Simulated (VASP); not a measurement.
# Hg3Pt (Pm-3m) in VASP: a series of runs

The runs below take Hg3Pt through single point, with PBE.

Program: VASP 6.6.1. These are calculated values, not measurements. Logs are shortened: lines on timing, memory, paths and dates and some standing lists are left out, and cuts for length are marked.

## Step 1: The cell of the first run

The structure is cubic, space group Pm-3m (No. 221). The conventional cell has a = 4.256 Å, b = 4.256 Å, c = 4.256 Å, α = 90.00°, β = 90.00°, γ = 90.00°. Hg (site symmetry 4/mmm) has 8 Hg at 3.01 Å and 4 Pt at 3.01 Å within 4.0 Å. Pt (site symmetry m-3m) has 12 Hg at 3.01 Å within 4.0 Å.

## Step 2: Single point, PBE

File INCAR:

```
SYSTEM = Hg3Pt
  PREC = Accurate
  ENCUT = 520
  EDIFF = 1E-6
  ISMEAR = -1
  SIGMA = 0.05
  LREAL = .False.
  LASPH = .True.
  NELM = 80
  ALGO = Normal
  ISIF = 2
  LWAVE = .False.
  LCHARG = .False.
  GGA = PE
  NBANDS = 31
```

File KPOINTS:

```
Automatic mesh
0
Gamma
  6 6 6
  0 0 0
```

File POSCAR:

```
Hg3Pt
1.0
    4.2555385448      0.0000000000      0.0000000000
    0.0000000000      4.2555385448      0.0000000000
    0.0000000000      0.0000000000      4.2555385448
Hg Pt
3 1
Direct
    0.5000000000      0.5000000000      0.0000000000
    0.5000000000      0.0000000000      0.5000000000
    0.0000000000      0.5000000000      0.5000000000
    0.0000000000      0.0000000000      0.0000000000
```

Potentials or basis: VASP PAW PBE potentials, release 64 (Hg, Pt).

Launch:

```console
> cat potpaw_PBE.64/Hg/POTCAR potpaw_PBE.64/Pt/POTCAR > POTCAR
> mpirun -np 1 vasp_std > vasp.out
```

OUTCAR:

```text
SYSTEM = Hg3Pt
   PREC = Accurate
   ENCUT = 520
   EDIFF = 1E-6
   ISMEAR = -1
   LREAL = .False.
   LASPH = .True.
   NELM = 80
   ISIF = 2
   GGA = PE

 ion  position               nearest neighbor table
   1  0.500  0.500  0.000-   2 3.01   3 3.01   4 3.01   2 3.01   3 3.01   2 3.01   4 3.01   2 3.01
                             3 3.01   4 3.01   3 3.01   4 3.01
   2  0.500  0.000  0.500-   1 3.01   3 3.01   4 3.01   1 3.01   4 3.01   1 3.01   3 3.01   1 3.01
                             3 3.01   4 3.01   4 3.01   3 3.01
   3  0.000  0.500  0.500-   1 3.01   2 3.01   4 3.01   1 3.01   4 3.01   2 3.01   4 3.01   4 3.01
                             1 3.01   2 3.01   1 3.01   2 3.01
   4  0.000  0.000  0.000-   1 3.01   2 3.01   3 3.01   2 3.01   3 3.01   1 3.01   3 3.01   3 3.01
                             1 3.01   2 3.01   2 3.01   1 3.01

  LATTYP: Found a simple cubic cell.
 ALAT       =     4.2555385448

  Lattice vectors:

 A1 = (   4.2555385448,   0.0000000000,   0.0000000000)
 A2 = (   0.0000000000,   4.2555385448,   0.0000000000)
 A3 = (   0.0000000000,   0.0000000000,   4.2555385448)

Analysis of symmetry for initial positions (statically):
=====================================================================
 Subroutine PRICEL returns:
 Original cell was already a primitive cell.

 Routine SETGRP: Setting up the symmetry group for a
 simple cubic supercell.

 Subroutine GETGRP returns: Found 48 space group operations
 (whereof 48 operations were pure point group operations)
 out of a pool of 48 trial point group operations.

The static configuration has the point symmetry O_h .

Analysis of symmetry for dynamics (positions and initial velocities):
=====================================================================
 Subroutine PRICEL returns:
 Original cell was already a primitive cell.

 Routine SETGRP: Setting up the symmetry group for a
 simple cubic supercell.

 Subroutine GETGRP returns: Found 48 space group operations
 (whereof 48 operations were pure point group operations)
 out of a pool of 48 trial point group operations.

The dynamic configuration has the point symmetry O_h .

 Subroutine INISYM returns: Found 48 space group operations
 (whereof 48 operations are pure point group operations),
 and found     1 'primitive' translations

----------------------------------------------------------------------------------------
[... 90 lines left out ...]
   ENCUT  =  520.0 eV  38.22 Ry    6.18 a.u.   7.91  7.91  7.91*2*pi/ulx,y,z
   NELM   =     80;   NELMIN=  2; NELMDL= -5     # of ELM steps
   EDIFF  = 0.1E-05   stopping-criterion for ELM
   LREAL  =      F    real-space projection
   EDIFFG = 0.1E-04   stopping-criterion for IOM
   NSW    =      0    number of steps for IOM
   IBRION =     -1    ionic relax: 0-MD 1-quasi-New 2-CG
   NFREE  =      0    steps in history (QN), initial steepest desc. (CG)
   ISIF   =      2    stress and relaxation
   ISYM   =      2    0-nonsym 1-usesym 2-fastsym
   POTIM  = 0.5000    time-step for ionic-motion
   TEBEG  =    0.0;   TEEND  =   0.0 temperature during run
   PSTRESS=    0.0 pullay stress
   NELECT =      46.0000    total number of electrons
   NUPDOWN=      -1.0000    fix difference up-down
   EMIN   =  10.00;   EMAX   =-10.00  energy-range for DOS
   EFERMI =   0.00;   METHOD = LEGACY
   ISMEAR =    -1;   SIGMA  =   0.05  broadening in eV -4-tet -1-fermi 0-gaus
   EFERMI_NEDOS =   21; number of points for ismear=-14 and -15
   IALGO  =     38    algorithm
   IMIX   =      4    mixing-type and parameters
     AMIX     =   0.40;   BMIX     =  1.00
     AMIX_MAG =   1.60;   BMIX_MAG =  1.00
  volume/ion in A,a.u.               =      19.27       130.02
  Fermi-wavevector in a.u.,A,eV,Ry     =   1.378393  2.604784 25.850607  1.899966
  Thomas-Fermi vector in A             =   2.503458
   LORBIT       =      0    0 simple, 1 ext, 2 COOP (PROOUT), +10 PAW based schemes
   GGA     = PE    functional components
   LHFCALC =     F    Hartree Fock is set to
   AEXX    =    0.0000 exact exchange contribution
   IVDW    =     0    specifies the selected vdW correction
   LEPSILON=     F    determine dielectric tensor
   LRPA    =     F    only Hartree local field effects (RPA)
 non-spin polarized calculation
  energy-cutoff  :      520.00
  volume of cell :       77.07
 maximum number of plane-waves:      2103
 NGX is ok and might be reduce to    32
   NGX = 15   NGY = 15   NGZ = 15

 number of electron      46.0000012 magnetization

 Free energy of the ion-electron system (eV)
  ---------------------------------------------------
  ext. energy  EPLUGINS =         0.00000000
  ---------------------------------------------------
  free energy    TOTEN  =        -5.70880367 eV

  energy without entropy =       -5.69691299  energy(sigma->0) =       -5.70285833

 E-fermi :   5.3920     XC(G=0): -12.0322

 val. band max:        5.3411052171   @ k =   0.5000   0.3333   0.3333
 cond. band min:       5.4161308203   @ k =   0.3333   0.1667   0.0000
 fundamental gap:      0.0750256032
 Fermi energy:         5.3920139087

 k-point     1 :       0.0000    0.0000    0.0000
  band No.  band energies     occupation
      1      -5.0406      2.00000
      2      -3.7462      2.00000
      3      -3.4349      2.00000
      4      -3.4349      2.00000
      5      -3.4349      2.00000
      6      -3.1885      2.00000
[... 669 lines left out ...]
     30      18.7056      0.00000
     31      18.7056      0.00000

------------------------ aborting loop because EDIFF is reached ----------------------------------------

  FORCE on cell =-STRESS in cart. coord.  units (eV):
  Direction    XX          YY          ZZ          XY          YZ          ZX
  --------------------------------------------------------------------------------------
  -------------------------------------------------------------------------------------
  Total        2.5920670      2.5920670      2.5920670      0.0000000      0.0000000     -0.0000000
  in kB       53.8881423     53.8881423     53.8881423      0.0000000      0.0000000     -0.0000000
  external PRESSURE =      53.8881423 kB  Pullay stress =       0.0000000 kB

 VOLUME and BASIS-vectors are now :
 -----------------------------------------------------------------------------
  energy-cutoff  :      520.00
  volume of cell :       77.07
      direct lattice vectors                 reciprocal lattice vectors
     4.255538545  0.000000000  0.000000000     0.234987884  0.000000000  0.000000000
     0.000000000  4.255538545  0.000000000     0.000000000  0.234987884  0.000000000
     0.000000000  0.000000000  4.255538545     0.000000000  0.000000000  0.234987884

 POSITION                                       TOTAL-FORCE (eV/Angst)
 -----------------------------------------------------------------------------------
      2.12777      2.12777      0.00000         0.000000      0.000000      0.000000
      2.12777      0.00000      2.12777         0.000000      0.000000      0.000000
      0.00000      2.12777      2.12777         0.000000      0.000000      0.000000
      0.00000      0.00000      0.00000         0.000000      0.000000      0.000000
 -----------------------------------------------------------------------------------
    total drift:                                0.000000     -0.000000     -0.000000

  FREE ENERGIE OF THE ION-ELECTRON SYSTEM (eV)
  ---------------------------------------------------
  free  energy   TOTEN  =        -5.7088036700 eV

  energy  without entropy=       -5.6969129949  energy(sigma->0) =       -5.70285833
```

OSZICAR:

```text
N       E                     dE             d eps       ncg     rms          rms(c)
DAV:   1     0.386395111204E+03    0.38640E+03   -0.23419E+04  1256   0.146E+03
DAV:   2     0.515644247154E+01   -0.38124E+03   -0.35902E+03  1324   0.386E+02
DAV:   3    -0.624473722750E+01   -0.11401E+02   -0.11289E+02  1429   0.737E+01
DAV:   4    -0.629778424660E+01   -0.53047E-01   -0.53032E-01  1380   0.457E+00
DAV:   5    -0.629818157362E+01   -0.39733E-03   -0.39731E-03  1464   0.440E-01    0.133E+01
DAV:   6    -0.580165254531E+01    0.49653E+00   -0.17079E+00  1414   0.129E+01    0.107E+01
DAV:   7    -0.573653041231E+01    0.65122E-01   -0.52398E-01  1338   0.419E+00    0.528E+00
DAV:   8    -0.571048194122E+01    0.26048E-01   -0.11283E-01  1325   0.270E+00    0.117E+00
DAV:   9    -0.570885626823E+01    0.16257E-02   -0.14447E-02  1394   0.124E+00    0.217E-01
DAV:  10    -0.570877229390E+01    0.83974E-04   -0.36373E-04  1387   0.117E-01    0.988E-02
DAV:  11    -0.570880402439E+01   -0.31730E-04   -0.81294E-05  1380   0.698E-02    0.105E-02
DAV:  12    -0.570880366997E+01    0.35442E-06   -0.48924E-06  1386   0.204E-02
   1 F= -.57088037E+01 E0= -.57028583E+01  d E =-.118907E-01
```

It took 12 s on 1 thread of Intel Xeon 6975P-C (Granite Rapids), shared host; peak memory 0.19 GiB.

What came out:

* Free energy: -5.7088 eV
* Pressure: 5.4 GPa
* Band gap on the k mesh: zero (bands 23 and 24 overlap by 3.20 eV)

Caveat: the cell stands under pressure; spin-orbit coupling is left out, which moves the levels of the heavy elements.

## Step 3: Single point, PBE

This run uses another cell than the first one, of 19.68 Å³/atom.

File INCAR:

```
SYSTEM = Hg3Pt
ALGO     = Normal         ! electronic algorithm
EDIFF    = 1E-6           ! SCF threshold, eV
ENCUT    = 520            ! plane-wave cutoff, eV
GGA      = PE             ! functional
ISIF     = 2              ! what is computed and relaxed
ISMEAR   = -1             ! smearing method
LASPH    = .TRUE.         ! aspherical terms in the spheres
LCHARG   = .FALSE.        ! write CHGCAR
LREAL    = .FALSE.        ! projectors in reciprocal space
LWAVE    = .FALSE.        ! write WAVECAR
NBANDS   = 31             ! bands
NELM     = 60             ! most SCF steps
PREC     = Accurate       ! precision mode
SIGMA    = 0.05           ! smearing width, eV
```

File KPOINTS:

```
k-points
0
G
  6 6 6
  0 0 0
```

File POSCAR:

```
Hg3Pt
1.0
    4.2855081135      0.0000000000      0.0000000000
    0.0000000000      4.2855081135      0.0000000000
    0.0000000000      0.0000000000      4.2855081135
Hg Pt
3 1
Direct
    0.5000000000      0.5000000000      0.0000000000
    0.5000000000      0.0000000000      0.5000000000
    0.0000000000      0.5000000000      0.5000000000
    0.0000000000      0.0000000000      0.0000000000
```

Potentials or basis: VASP PAW PBE potentials, release 64 (Hg, Pt).

Launch:

```console
> cat potpaw_PBE.64/Hg/POTCAR potpaw_PBE.64/Pt/POTCAR > POTCAR
> mpirun -np 1 vasp_std > vasp.out
```

It took 12 s on 1 thread of Intel Xeon 6975P-C (Granite Rapids), shared host; peak memory 0.19 GiB.

The run converged. Its results:

```yaml
Free_energy: -5.7528 eV
Pressure: 3.0 GPa
Band_gap_on_the_k_mesh: zero (bands 23 and 24 overlap by 3.07 eV)
```

Levels at points of the mesh, in eV from the Fermi level:
| k point | band 20 | band 21 | band 22 | band 23 | band 24 | band 25 | band 26 | band 27 |
| --- | --- | --- | --- | --- | --- | --- | --- | --- |
| (0.00, 0.00, 0.00) | -1.61 | -1.61 | -0.26 | -0.26 | -0.26 | 2.27 | 2.27 | 3.40 |
| (0.50, 0.00, 0.00) | -2.53 | -2.09 | -1.66 | 1.09 | 2.83 | 3.98 | 3.98 | 4.08 |
| (0.50, 0.50, 0.00) | -2.56 | -2.56 | -2.07 | -1.14 | -0.64 | 5.20 | 5.70 | 5.70 |
| (0.50, 0.50, 0.50) | -1.72 | -1.72 | -1.71 | -1.71 | -1.71 | 0.58 | 0.58 | 0.58 |

Caveat: the cell stands under pressure; spin-orbit coupling is left out, which moves the levels of the heavy elements.

## Step 4: Single point, PBE

This run uses another cell than the first one, of 20.09 Å³/atom.

File INCAR:

```
ALGO = Normal
EDIFF = 1E-7
ENCUT = 520
GGA = PE
ISIF = 2
ISMEAR = -1
LASPH = True
LCHARG = False
LREAL = False
LWAVE = False
NBANDS = 31
NELM = 80
PREC = Accurate
SIGMA = 0.05
```

File KPOINTS:

```
k-points
0
Gamma
  6 6 6
```

File POSCAR:

```
Hg3Pt
1.0
    4.3150642759      0.0000000000      0.0000000000
    0.0000000000      4.3150642759      0.0000000000
    0.0000000000      0.0000000000      4.3150642759
Hg Pt
3 1
Direct
    0.5000000000      0.5000000000      0.0000000000
    0.5000000000      0.0000000000      0.5000000000
    0.0000000000      0.5000000000      0.5000000000
    0.0000000000      0.0000000000      0.0000000000
```

Launch:

```console
> cat potpaw_PBE.64/Hg/POTCAR potpaw_PBE.64/Pt/POTCAR > POTCAR
> mpirun -np 1 vasp_std > vasp.out
```

Wall time 14 s (1 thread of Intel Xeon 6975P-C (Granite Rapids), shared host); peak memory 0.19 GiB.

The run converged. Its results:

| Property | Result |
| --- | --- |
| Free energy | -5.7742 eV |
| Pressure | 1.0 GPa |
| Band gap on the k mesh | zero (bands 23 and 24 overlap by 2.89 eV) |

Levels at points of the mesh, in eV from the Fermi level:
```
           k point  band 21  band 22  band 23  band 24  band 25  band 26
(0.00, 0.00, 0.00)    -1.58    -0.19    -0.19    -0.19     2.16     2.16
(0.50, 0.00, 0.00)    -2.03    -1.63     1.01     2.74     3.95     3.95
(0.50, 0.50, 0.00)    -2.49    -2.01    -1.13    -0.64     5.11     5.62
(0.50, 0.50, 0.50)    -1.67    -1.61    -1.61    -1.61     0.52     0.52
```

Caveat: spin-orbit coupling is left out, which moves the levels of the heavy elements.

## Step 5: Single point, PBE

This run uses another cell than the first one, of 20.50 Å³/atom.

File INCAR:

```
PREC = Accurate ; ENCUT = 520
EDIFF = 1E-6 ; ISMEAR = -1
SIGMA = 0.05 ; LREAL = False
LASPH = True ; NELM = 60
ALGO = Fast ; ISIF = 2
LWAVE = False ; LCHARG = False
GGA = PE ; NBANDS = 31
```

File KPOINTS:

```
Automatic mesh
0
Gamma
  6 6 6
```

File POSCAR:

```
Hg3Pt
1.0
    4.3442210000      0.0000000000      0.0000000000
    0.0000000000      4.3442210000      0.0000000000
    0.0000000000      0.0000000000      4.3442210000
Hg Pt
3 1
Direct
    0.5000000000      0.5000000000      0.0000000000
    0.5000000000      0.0000000000      0.5000000000
    0.0000000000      0.5000000000      0.5000000000
    0.0000000000      0.0000000000      0.0000000000
```

Launch:

```console
> cat potpaw_PBE.64/Hg/POTCAR potpaw_PBE.64/Pt/POTCAR > POTCAR
> mpirun -np 1 vasp_std > vasp.out
```

Wall time 13 s (1 thread of Intel Xeon 6975P-C (Granite Rapids), shared host); peak memory 0.2 GiB.

It converged, with:

| Quantity | Value |
| --- | --- |
| Free energy | -5.7761 eV |
| Pressure | -0.8 GPa |
| Band gap on the k mesh | zero (bands 23 and 24 overlap by 2.72 eV) |

Levels at points of the mesh, in eV from the Fermi level:
| k point | band 20 | band 21 | band 22 | band 23 | band 24 | band 25 | band 26 | band 27 |
| --- | --- | --- | --- | --- | --- | --- | --- | --- |
| (0.00, 0.00, 0.00) | -1.55 | -1.55 | -0.12 | -0.12 | -0.12 | 2.05 | 2.05 | 3.18 |
| (0.50, 0.00, 0.00) | -2.40 | -1.96 | -1.60 | 0.94 | 2.65 | 3.91 | 3.91 | 4.02 |
| (0.50, 0.50, 0.00) | -2.42 | -2.42 | -1.95 | -1.11 | -0.63 | 5.03 | 5.54 | 5.54 |
| (0.50, 0.50, 0.50) | -1.63 | -1.63 | -1.52 | -1.52 | -1.52 | 0.47 | 0.47 | 0.47 |

Caveat: spin-orbit coupling is left out, which moves the levels of the heavy elements.

## Step 6: The runs side by side

```csv
cell,gap on the mesh (eV),pressure (GPa)
"a = 4.256 Å, 4 atoms",none,5.4
"a = 4.286 Å, 4 atoms",none,3.0
"a = 4.315 Å, 4 atoms",none,1.0
"a = 4.344 Å, 4 atoms",none,-0.8
```

Alike in all rows: task single point; level PBE; potentials or basis VASP PAW PBE potentials, release 64 (Hg, Pt); no spin polarisation; k mesh 6 × 6 × 6; cutoff (eV) 520; smearing fermi-dirac 0.05 eV.

Caveats: spin-orbit coupling is left out, which moves the levels of the heavy elements; the cell stands under pressure (at least some runs).

Absolute energies hang on the potentials; compare differences alone.
